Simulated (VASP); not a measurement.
# HC12 in VASP: further runs, part 2 of 2

VASP 6.6.1. Earlier steps stand in the parts before.

## 3. Single point, PBE+D3(BJ), collinear spin

INCAR

```
SYSTEM = HC12
PREC = Accurate
ENCUT = 520
EDIFF = 1E-7
ISMEAR = 0
SIGMA = 0.05
LREAL = .FALSE.
LASPH = .TRUE.
NELM = 150
ALGO = Normal
ISIF = 2
LWAVE = .FALSE.
LCHARG = .FALSE.
ISPIN = 2
MAGMOM = 0 0 0 0 0 0 0 0 0 0 0 0 1
LORBIT = 11
LDIPOL = .TRUE.
IDIPOL = 3
DIPOL = 0.5 0.5 0.300
GGA = PE
IVDW = 12
NBANDS = 40
KPAR = 4
```

KPOINTS

```
regular mesh
0
G
  6 7 1
  0 0 0
```

POSCAR

```
HC12
1.0
    4.9311586502      0.0000000000      0.0000000000
    0.0000000000      4.0098697767      0.0000000000
    0.0000000000      0.0000000000     21.6014232414
C H
12 1
Direct
    0.2500000000      0.3776970832      0.1851729840
    0.7500000000      0.3776970832      0.1851729840
    0.0000000000      0.4720802753      0.2130426460
    0.5000000000      0.4720802753      0.2130426460
    0.0000000000      0.6609562027      0.2688143161
    0.5000000000      0.6609562027      0.2688143161
    0.2500000000      0.7503681903      0.2962457608
    0.7500000000      0.7503681903      0.2962457608
    0.2500000000      0.9412921293      0.3552728042
    0.7500000000      0.9412921293      0.3552728042
    0.0000000000      0.0234303656      0.3796705036
    0.5000000000      0.0234303656      0.3796705036
    0.1666666667      0.6900970322      0.5092915924
```

Potentials or basis: VASP PAW PBE potentials, release 64 (C, H).

Started as:

```sh
cat potpaw_PBE.64/C/POTCAR potpaw_PBE.64/H/POTCAR > POTCAR
mpirun -np 4 vasp_std > vasp.out
```

OUTCAR:

```text
SYSTEM = HC12
   PREC = Accurate
   ENCUT = 520
   EDIFF = 1E-7
   ISMEAR = 0
   LREAL = .FALSE.
   LASPH = .TRUE.
   NELM = 150
   ISIF = 2
   ISPIN = 2
   LORBIT = 11
   GGA = PE
   IVDW = 12
 IVDW          = 12

 ion  position               nearest neighbor table
   1  0.250  0.378  0.185-   3 1.42   4 1.42
   2  0.750  0.378  0.185-   3 1.42   4 1.42
   3  0.000  0.472  0.213-   5 1.42   2 1.42   1 1.42
   4  0.500  0.472  0.213-   6 1.42   2 1.42   1 1.42
   5  0.000  0.661  0.269-   7 1.41   8 1.41   3 1.42
   6  0.500  0.661  0.269-   7 1.41   8 1.41   4 1.42
   7  0.250  0.750  0.296-   5 1.41   6 1.41   9 1.49
   8  0.750  0.750  0.296-   5 1.41   6 1.41  10 1.49
   9  0.250  0.941  0.355-  11 1.38  12 1.38   7 1.49
  10  0.750  0.941  0.355-  11 1.38  12 1.38   8 1.49
  11  0.000  0.023  0.380-   9 1.38  10 1.38
  12  0.500  0.023  0.380-   9 1.38  10 1.38
  13  0.167  0.690  0.509-

  LATTYP: Found a simple orthorhombic cell.
 ALAT       =     4.0098697767
 B/A-ratio  =     1.2297553100
 C/A-ratio  =     5.3870635318

  Lattice vectors:

 A1 = (   0.0000000000,  -4.0098697767,   0.0000000000)
 A2 = (   4.9311586502,   0.0000000000,   0.0000000000)
 A3 = (   0.0000000000,   0.0000000000,  21.6014232414)

Analysis of symmetry for initial positions (statically):
=====================================================================
 Subroutine PRICEL returns:
 Original cell was already a primitive cell.

 Routine SETGRP: Setting up the symmetry group for a
 simple orthorhombic supercell.

 Subroutine GETGRP returns: Found  1 space group operations
[... 1934 lines left out ...]
 vacuum level on the upper side and lower side of the slab       (xc-potential included)        -0.187         0.189

 Edisp (eV)   -1.32069

 E8    (eV) :    -0.3912

  FORCE on cell =-STRESS in cart. coord.  units (eV):
  Direction    XX          YY          ZZ          XY          YZ          ZX
  --------------------------------------------------------------------------------------
  -------------------------------------------------------------------------------------
  Total      -0.72411     0.06680     1.00386     0.10048     0.75788     0.10027
  in kB      -2.71615     0.25057     3.76548     0.37690     2.84284     0.37611
  external pressure =        0.43 kB  Pullay stress =        0.00 kB

 VOLUME and BASIS-vectors are now :
 -----------------------------------------------------------------------------
  energy-cutoff  :      520.00
  volume of cell :      427.13
      direct lattice vectors                 reciprocal lattice vectors
     4.931158650  0.000000000  0.000000000     0.202792096  0.000000000  0.000000000
     0.000000000  4.009869777  0.000000000     0.000000000  0.249384657  0.000000000
     0.000000000  0.000000000 21.601423241     0.000000000  0.000000000  0.046293246

 POSITION                                       TOTAL-FORCE (eV/Angst)
 -----------------------------------------------------------------------------------
      1.23279      1.51452      4.00000        -0.090568      0.340337      0.708959
      3.69837      1.51452      4.00000         0.028062      1.308793      2.108288
      0.00000      1.89298      4.60202         0.295801     -1.515068     -2.662061
      2.46558      1.89298      4.60202        -0.267805     -1.485277     -2.603638
      0.00000      2.65035      5.80677        -0.164774      0.584434      1.120111
      2.46558      2.65035      5.80677         0.230925      0.564841      1.097775
      1.23279      3.00888      6.39933        -0.161752      0.214044      0.278058
      3.69837      3.00888      6.39933         0.103337      0.154503      0.223695
      1.23279      3.77446      7.67440         0.234934     -0.275446     -0.493349
      3.69837      3.77446      7.67440        -0.302372     -0.182763     -0.304819
      0.00000      0.09395      8.20142        -0.000490     -0.118891     -0.035619
      2.46558      0.09395      8.20142         0.110460      0.384990      0.643759
      0.82186      2.76720     11.00142        -0.015758      0.025503     -0.081159
 -----------------------------------------------------------------------------------
    total drift:                               -0.000044     -0.000062     -0.000288

  FREE ENERGIE OF THE ION-ELECTRON SYSTEM (eV)
  ---------------------------------------------------
  free  energy   TOTEN  =      -100.6223628588 eV

  energy  without entropy=     -100.6036090193  energy(sigma->0) =     -100.61298594

 vacuum level on the upper side and lower side of the slab         2.418         2.808

 total charge

# of ion       s       p       d       tot
------------------------------------------
    1        0.901   1.541   0.000   2.443
    2        0.889   1.531   0.000   2.419
    3        0.869   1.765   0.000   2.634
    4        0.866   1.768   0.000   2.634
    5        0.875   1.780   0.000   2.655
    6        0.871   1.784   0.000   2.655
    7        0.865   1.745   0.000   2.610
    8        0.871   1.739   0.000   2.609
    9        0.868   1.784   0.000   2.652
   10        0.871   1.781   0.000   2.652
   11        0.902   1.599   0.000   2.501
   12        0.907   1.610   0.000   2.516
   13        0.376   0.000   0.000   0.376
--------------------------------------------------
tot         10.930  20.426   0.000  31.356

 magnetization (x)

# of ion       s       p       d       tot
------------------------------------------
    1        0.002  -0.005   0.000  -0.003
    2        0.082   0.387   0.000   0.469
    3        0.001  -0.000   0.000   0.001
    4        0.003  -0.001   0.000   0.002
    5        0.005   0.031   0.000   0.036
    6        0.004   0.022   0.000   0.027
    7       -0.007  -0.034   0.000  -0.040
    8       -0.007  -0.041   0.000  -0.047
    9       -0.003   0.012   0.000   0.010
   10       -0.001   0.010   0.000   0.009
   11       -0.059  -0.381   0.000  -0.439
   12       -0.004  -0.025   0.000  -0.029
   13        0.375   0.000   0.000   0.375
--------------------------------------------------
tot          0.392  -0.024   0.000   0.368
```

OSZICAR:

```text
N       E                     dE             d eps       ncg     rms          rms(c)
DAV:   1     0.373028101052E+03    0.37303E+03   -0.18710E+04  3536   0.947E+02
DAV:   2    -0.462393869727E+02   -0.41927E+03   -0.39303E+03  5192   0.228E+02
DAV:   3    -0.104173590959E+03   -0.57934E+02   -0.56296E+02  4448   0.876E+01
[... 51 lines left out ...]
DAV:  55    -0.993016681145E+02   -0.43786E-05   -0.26620E-07  3416   0.167E-03    0.812E-04
DAV:  56    -0.993016702891E+02   -0.21746E-05   -0.77148E-08  3296   0.102E-03    0.611E-04
DAV:  57    -0.993016714943E+02   -0.12051E-05   -0.11087E-07  3120   0.952E-04    0.459E-04
DAV:  58    -0.993016720609E+02   -0.56666E-06   -0.38535E-08  2976   0.616E-04    0.344E-04
DAV:  59    -0.993016720952E+02   -0.34315E-07   -0.13518E-08  3008   0.415E-04
   1 F= -.10062236E+03 E0= -.10061299E+03  d E =-.187538E-01  mag=     0.9481
```

stdout:

```text
POSCAR found type information on POSCAR C H
 POSCAR found :  2 types and      13 ions
 scaLAPACK will be used
 LDA part: xc-table for (Slater+PW92), standard interpolation
 POSCAR, INCAR and KPOINTS ok, starting setup
 FFT: planning ... GRIDC
 FFT: planning ... GRID_SOFT
 FFT: planning ... GRID
 WAVECAR not read
 entering main loop
```

Wall time 15 min (4 MPI ranks of AMD EPYC 7R43 (Zen 3), shared host); peak memory 0.95 GiB.

Results:

```
Free energy                                           : -100.6224 eV
Largest force                                         : 3.077 eV/Å
Net moment                                            : 0.95 μB per cell
Site moments                                          : C -0.00, +0.47, +0.00, +0.04, +0.03, -0.04, -0.05, +0.01, -0.44, -0.03 (each value once); H +0.38 μB
Valence electrons inside the program's atomic spheres : C 2.44, 2.42, 2.63, 2.65, 2.61, 2.50, 2.52 (each value once); H 0.38
Dispersion energy per atom                            : -0.102 eV
```

Forces on the atoms (eV/Å):
```
C   -0.091  0.340  0.709
C    0.028  1.309  2.108
C    0.296 -1.515 -2.662
C   -0.268 -1.485 -2.604
C   -0.165  0.584  1.120
C    0.231  0.565  1.098
C   -0.162  0.214  0.278
C    0.103  0.155  0.224
C    0.235 -0.275 -0.493
C   -0.302 -0.183 -0.305
C    0.000 -0.119 -0.036
C    0.110  0.385  0.644
H   -0.016  0.026 -0.081
```

Caveat: a moment this small can come from the mesh or the smearing.

## 4. Single point, PBE+D3(BJ), collinear spin

INCAR

```
ALGO = Normal
DIPOL = 0.5 0.5 0.300
EDIFF = 1E-6
ENCUT = 520
GGA = PE
IDIPOL = 3
ISIF = 2
ISMEAR = 0
ISPIN = 2
IVDW = 12
KPAR = 4
LASPH = T
LCHARG = T
LDIPOL = T
LORBIT = 11
LREAL = F
LVACPOTAV = T
LVHAR = T
LWAVE = F
MAGMOM = 0 0 0 0 0 0 0 0 0 0 0 0 1
NBANDS = 40
NELM = 150
PREC = Accurate
SIGMA = 0.05
```

KPOINTS

```
k-points
0
Gamma
  6 7 1
```

Edit POSCAR of step 3 so:

```diff
@@ -20,2 +20,2 @@
     0.5000000000      0.0234303656      0.3796705036
-    0.1666666667      0.6900970322      0.5092915924
+    0.0833333333      0.0234303656      0.5092915924
```

Started as:

```sh
cat potpaw_PBE.64/C/POTCAR potpaw_PBE.64/H/POTCAR > POTCAR
mpirun -np 4 vasp_std > vasp.out
```

Wall time 26 min (4 MPI ranks of Oxide Virtual Turin-like, shared host); peak memory 0.98 GiB.

The run converged. Its results:

```
Free energy                                           : -100.9181 eV
Largest force                                         : 3.070 eV/Å
Net moment                                            : 1.65 μB per cell
Site moments                                          : C +0.01, +0.50, +0.00, -0.00, +0.05, +0.03, -0.03, -0.04, +0.02, -0.47, +0.34 (each value once); H +0.36 μB
Valence electrons inside the program's atomic spheres : C 2.44, 2.42, 2.63, 2.65, 2.61, 2.51 (each value once); H 0.37
Dispersion energy per atom                            : -0.102 eV
```

Forces in eV/Å, atoms in the order of the input:
```
C   -0.095  0.226  0.617
C    0.056  1.408  2.239
C    0.438 -1.374 -2.467
C   -0.409 -1.501 -2.647
C   -0.228  0.496  1.025
C    0.282  0.525  1.062
C   -0.043  0.306  0.373
C   -0.002  0.309  0.415
C    0.064 -0.192 -0.404
C   -0.117 -0.029 -0.116
C    0.065 -0.095  0.321
C    0.053 -0.107 -0.110
H   -0.063  0.028 -0.309
```

Levels at points of the mesh, in eV from the Fermi level:
Spin up:
| k point | band 21 | band 22 | band 23 | band 24 | band 25 | band 26 | band 27 | band 28 | band 29 | band 30 |
| --- | --- | --- | --- | --- | --- | --- | --- | --- | --- | --- |
| (0.00, 0.00, 0.00) | -2.17 | -1.90 | -1.79 | -1.49 | -0.16 | 0.64 | 0.67 | 0.80 | 1.97 | 2.41 |
| (0.50, 0.00, 0.00) | -2.65 | -2.34 | -2.01 | -1.95 | -1.42 | -0.05 | 0.74 | 2.59 | 2.94 | 5.07 |
Spin down:
```tsv
k point	band 21	band 22	band 23	band 24	band 25	band 26	band 27	band 28
(0.00, 0.00, 0.00)	-1.84	-1.73	-0.18	0.21	0.28	0.78	1.11	1.92
(0.50, 0.00, 0.00)	-2.26	-2.13	-1.56	-0.01	0.53	0.69	2.60	2.85
```

Caveat: a moment this small can come from the mesh or the smearing.

## 5. Overview

| cell | gap on the mesh (eV) | moment (μB) | largest force (eV/Å) |
| --- | --- | --- | --- |
| as given, atomic positions A | none | 1.05 | 3.08 |
| as given, atomic positions B | none | 0.95 | 3.08 |
| as given, atomic positions C | none | 1.65 | 3.07 |

Alike in all rows: task single point; level PBE+D3(BJ); potentials or basis VASP PAW PBE potentials, release 64 (C, H); spin collinear; k mesh 6 × 7 × 1; cutoff (eV) 520; smearing gaussian 0.05 eV.

Caveats: a moment this small can come from the mesh or the smearing.

Absolute energies hang on the potentials; compare differences alone.
